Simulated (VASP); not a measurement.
# Tl (P1) in VASP: single point with PBEsol

Aim: the single point of Tl with PBEsol.

Program: VASP 6.6.1. These are calculated values, not measurements. Logs are shortened: lines on timing, memory, paths and dates and some standing lists are left out, and cuts for length are marked.

### 1 The cell of the first run

The typed cell holds 4 atoms: a = 6.912 Å, b = 3.456 Å, c = 5.525 Å, α = 90.00°, β = 90.00°, γ = 120.00°.

### 2 Single point, PBEsol

The input, INCAR:

```
SYSTEM = Tl
PREC     = Accurate       ! precision mode
ENCUT    = 520            ! plane-wave cutoff, eV
EDIFF    = 1E-6           ! SCF threshold, eV
ISMEAR   = -1             ! smearing method
SIGMA    = 0.08           ! smearing width, eV
LREAL    = .False.        ! projectors in reciprocal space
LASPH    = .True.         ! aspherical terms in the spheres
NELM     = 80             ! most SCF steps
ALGO     = Normal         ! electronic algorithm
ISIF     = 2              ! what is computed and relaxed
LWAVE    = .False.        ! write WAVECAR
LCHARG   = .False.        ! write CHGCAR
GGA      = PS             ! functional
NBANDS   = 34             ! bands
```

The input, KPOINTS:

```
regular mesh
0
Gamma
  3 6 4
  0 0 0
```

The input, POSCAR:

```
Tl
1.0
    6.9120000000      0.0000000000      0.0000000000
   -1.7280000000      2.9929837955      0.0000000000
    0.0000000000      0.0000000000      5.5250000000
Tl
4
Direct
    0.1597543221      0.6547152053      0.2431371946
    0.6748122320      0.6986673310      0.2521552941
    0.3386932664      0.3513002648      0.7435998190
    0.8256929221      0.3041663645      0.7569531222
```

Potentials or basis: VASP PAW PBE potentials, release 64 (Tl_d).

Run with:

```
> cat potpaw_PBE.64/Tl_d/POTCAR > POTCAR
> mpirun -np 1 vasp_std > vasp.out
```

OUTCAR:

```text
SYSTEM = Tl
   PREC = Accurate
   ENCUT = 520
   EDIFF = 1E-6
   ISMEAR = -1
   LREAL = .False.
   LASPH = .True.
   NELM = 80
   ISIF = 2
   GGA = PS

 ion  position               nearest neighbor table
   1  0.160  0.655  0.243-   2 3.33   4 3.35   3 3.40   3 3.40   2 3.43   3 3.46   3 3.46   4 3.47
                             2 3.49   2 3.58
   2  0.675  0.699  0.252-   4 3.28   4 3.33   1 3.33   3 3.38   1 3.43   4 3.44   3 3.46   4 3.49
                             1 3.49   1 3.58
   3  0.339  0.351  0.744-   4 3.33   2 3.38   1 3.40   1 3.40   4 3.45   2 3.46   1 3.46   1 3.46
                             4 3.47   4 3.58
   4  0.826  0.304  0.757-   2 3.28   2 3.33   3 3.33   1 3.35   2 3.44   3 3.45   3 3.47   1 3.47
                             2 3.49   3 3.58

  Warning from LATTYP: Monoclinic adjustment (A1->A3, A2->A1, A3->A2)!
  LATTYP: Found a simple orthorhombic cell.
 ALAT       =     3.4560000000
 B/A-ratio  =     1.5986689815
 C/A-ratio  =     1.7320508076

  Lattice vectors:

 A1 = (  -1.7280000000,   2.9929837955,   0.0000000000)
 A2 = (   0.0000000000,   0.0000000000,   5.5250000000)
 A3 = (   5.1840000000,   2.9929837955,   0.0000000000)

Analysis of symmetry for initial positions (statically):
=====================================================================
 Subroutine PRICEL returns:
 Original cell was already a primitive cell.

 Routine SETGRP: Setting up the symmetry group for a
 simple orthorhombic supercell.

 Subroutine GETGRP returns: Found  1 space group operations
 (whereof  1 operations were pure point group operations)
 out of a pool of  8 trial point group operations.

The static configuration has the point symmetry C_1 .

Analysis of symmetry for dynamics (positions and initial velocities):
=====================================================================
 Subroutine PRICEL returns:
 Original cell was already a primitive cell.

 Routine SETGRP: Setting up the symmetry group for a
 simple orthorhombic supercell.

 Subroutine GETGRP returns: Found  1 space group operations
 (whereof  1 operations were pure point group operations)
 out of a pool of  8 trial point group operations.

The dynamic configuration has the point symmetry C_1 .

 Subroutine INISYM returns: Found  1 space group operations
 (whereof  1 operations are pure point group operations),
 and found     1 'primitive' translations

[... 94 lines left out ...]
   LSORBIT =      F    spin-orbit coupling
   LASPH  =      T    aspherical Exc in radial PAW
   ENCUT  =  520.0 eV  38.22 Ry    6.18 a.u.  12.85  6.43 10.27*2*pi/ulx,y,z
   NELM   =     80;   NELMIN=  2; NELMDL= -5     # of ELM steps
   EDIFF  = 0.1E-05   stopping-criterion for ELM
   LREAL  =      F    real-space projection
   EDIFFG = 0.1E-04   stopping-criterion for IOM
   NSW    =      0    number of steps for IOM
   IBRION =     -1    ionic relax: 0-MD 1-quasi-New 2-CG
   NFREE  =      0    steps in history (QN), initial steepest desc. (CG)
   ISIF   =      2    stress and relaxation
   ISYM   =      2    0-nonsym 1-usesym 2-fastsym
   POTIM  = 0.5000    time-step for ionic-motion
   TEBEG  =    0.0;   TEEND  =   0.0 temperature during run
   PSTRESS=    0.0 pullay stress
   NELECT =      52.0000    total number of electrons
   NUPDOWN=      -1.0000    fix difference up-down
   EMIN   =  10.00;   EMAX   =-10.00  energy-range for DOS
   EFERMI =   0.00;   METHOD = LEGACY
   ISMEAR =    -1;   SIGMA  =   0.08  broadening in eV -4-tet -1-fermi 0-gaus
   EFERMI_NEDOS =   21; number of points for ismear=-14 and -15
   IALGO  =     38    algorithm
   IMIX   =      4    mixing-type and parameters
     AMIX     =   0.40;   BMIX     =  1.00
     AMIX_MAG =   1.60;   BMIX_MAG =  1.00
  volume/ion in A,a.u.               =      28.57       192.83
  Fermi-wavevector in a.u.,A,eV,Ry     =   1.259107  2.379366 21.569987  1.585349
  Thomas-Fermi vector in A             =   2.392683
   LORBIT       =      0    0 simple, 1 ext, 2 COOP (PROOUT), +10 PAW based schemes
   GGA     = PS    functional components
   LHFCALC =     F    Hartree Fock is set to
   AEXX    =    0.0000 exact exchange contribution
   IVDW    =     0    specifies the selected vdW correction
   LEPSILON=     F    determine dielectric tensor
   LRPA    =     F    only Hartree local field effects (RPA)
 non-spin polarized calculation
  energy-cutoff  :      520.00
  volume of cell :      114.30
 maximum number of plane-waves:      3092
 NGX is ok and might be reduce to    54
   NGX = 25   NGY = 13   NGZ = 21

 number of electron      52.0000000 magnetization

 Free energy of the ion-electron system (eV)
  ---------------------------------------------------
  ext. energy  EPLUGINS =         0.00000000
  ---------------------------------------------------
  free energy    TOTEN  =       -10.46701420 eV

  energy without entropy =      -10.42245125  energy(sigma->0) =      -10.44473273

 E-fermi :   6.4392     XC(G=0): -10.3695

 val. band max:        6.3796439997   @ k =  -0.3333   0.3333  -0.2500
 cond. band min:       6.4777818645   @ k =  -0.3333   0.3333  -0.2500
 fundamental gap:      0.0981378649
 Fermi energy:         6.4391699933

 k-point     1 :       0.0000    0.0000    0.0000
  band No.  band energies     occupation
      1      -5.4865      2.00000
      2      -5.3659      2.00000
      3      -5.3408      2.00000
      4      -5.2615      2.00000
      5      -5.1757      2.00000
      6      -5.1373      2.00000
[... 877 lines left out ...]
     33      11.7928      0.00000
     34      11.9192      0.00000

 [... further k-points ...]

------------------------ aborting loop because EDIFF is reached ----------------------------------------

  FORCE on cell =-STRESS in cart. coord.  units (eV):
  Direction    XX          YY          ZZ          XY          YZ          ZX
  --------------------------------------------------------------------------------------
  -------------------------------------------------------------------------------------
  Total       -0.4563310     -0.4758154      0.8761307      0.0973393     -0.0113728      0.0067369
  in kB       -6.3966140     -6.6697368     12.2811514      1.3644524     -0.1594176      0.0944339
  external PRESSURE =      -0.2617331 kB  Pullay stress =       0.0000000 kB

 VOLUME and BASIS-vectors are now :
 -----------------------------------------------------------------------------
  energy-cutoff  :      520.00
  volume of cell :      114.30
      direct lattice vectors                 reciprocal lattice vectors
     6.912000000  0.000000000  0.000000000     0.144675926  0.083528685  0.000000000
    -1.728000000  2.992983795  0.000000000     0.000000000  0.334114739  0.000000000
     0.000000000  0.000000000  5.525000000     0.000000000  0.000000000  0.180995475

 POSITION                                       TOTAL-FORCE (eV/Angst)
 -----------------------------------------------------------------------------------
     -0.02713      1.95955      1.34333         0.093759      0.152471      0.047552
      3.45700      2.09110      1.39316        -0.072942     -0.163612      0.037211
      1.73400      1.05144      4.10839        -0.067728     -0.137929      0.002218
      5.18159      0.91037      4.18217         0.046911      0.149071     -0.086982
 -----------------------------------------------------------------------------------
    total drift:                                0.000164      0.000137     -0.000110

  FREE ENERGIE OF THE ION-ELECTRON SYSTEM (eV)
  ---------------------------------------------------
  free  energy   TOTEN  =       -10.4670142021 eV

  energy  without entropy=      -10.4224512522  energy(sigma->0) =      -10.44473273
```

OSZICAR:

```text
N       E                     dE             d eps       ncg     rms          rms(c)
DAV:   1     0.300358159677E+03    0.30036E+03   -0.27902E+04  2584   0.145E+03
DAV:   2    -0.284626459250E+01   -0.30320E+03   -0.29723E+03  2800   0.332E+02
DAV:   3    -0.105477750898E+02   -0.77015E+01   -0.76044E+01  2914   0.443E+01
DAV:   4    -0.106191793153E+02   -0.71404E-01   -0.71293E-01  2848   0.399E+00
DAV:   5    -0.106202124329E+02   -0.10331E-02   -0.10331E-02  2874   0.503E-01    0.453E+00
DAV:   6    -0.104910233160E+02    0.12919E+00   -0.24475E-01  2710   0.305E+00    0.317E+00
DAV:   7    -0.104688554562E+02    0.22168E-01   -0.99542E-02  2704   0.192E+00    0.117E+00
DAV:   8    -0.104670072775E+02    0.18482E-02   -0.74553E-03  2682   0.521E-01    0.735E-02
DAV:   9    -0.104670094086E+02   -0.21311E-05   -0.38343E-05  3020   0.417E-02    0.171E-02
DAV:  10    -0.104670140696E+02   -0.46610E-05   -0.88857E-06  2716   0.210E-02    0.240E-03
DAV:  11    -0.104670142021E+02   -0.13244E-06   -0.97561E-07  1440   0.682E-03
   1 F= -.10467014E+02 E0= -.10444733E+02  d E =-.445629E-01
```

stdout:

```text
POSCAR found type information on POSCAR Tl
 POSCAR found :  1 types and       4 ions
 scaLAPACK will be used
 -----------------------------------------------------------------------------
|                                                                             |
|                                                                             |
|     You enforced a specific xc type in the INCAR file but a different       |
|     I HOPE YOU KNOW WHAT YOU ARE DOING!                                     |
|                                                                             |
 -----------------------------------------------------------------------------

 LDA part: xc-table for (Slater+PW92), standard interpolation
 POSCAR, INCAR and KPOINTS ok, starting setup
 FFT: planning ... GRIDC
 FFT: planning ... GRID_SOFT
 FFT: planning ... GRID
 WAVECAR not read
 entering main loop
```

Run time: 3.2 min. Hardware: 1 thread of AMD EPYC 9755, shared host; peak memory 0.25 GiB.

What came out:

| Property | Result |
| --- | --- |
| Free energy | -10.4670 eV |
| Pressure | 0.0 GPa |
| Largest force | 0.185 eV/Å |
| Band gap on the k mesh | zero (bands 26 and 27 overlap by 4.32 eV) |

Forces on the atoms (eV/Å):
```
Tl   0.094  0.152  0.048
Tl  -0.073 -0.164  0.037
Tl  -0.068 -0.138  0.002
Tl   0.047  0.149 -0.087
```

Caveat: the PAW data sets were made with another functional, which shifts forces and pressure a little; spin-orbit coupling is left out, which moves the levels of the heavy elements.

The gap in the log of VASP goes by the Fermi energy; the results here count the filled bands.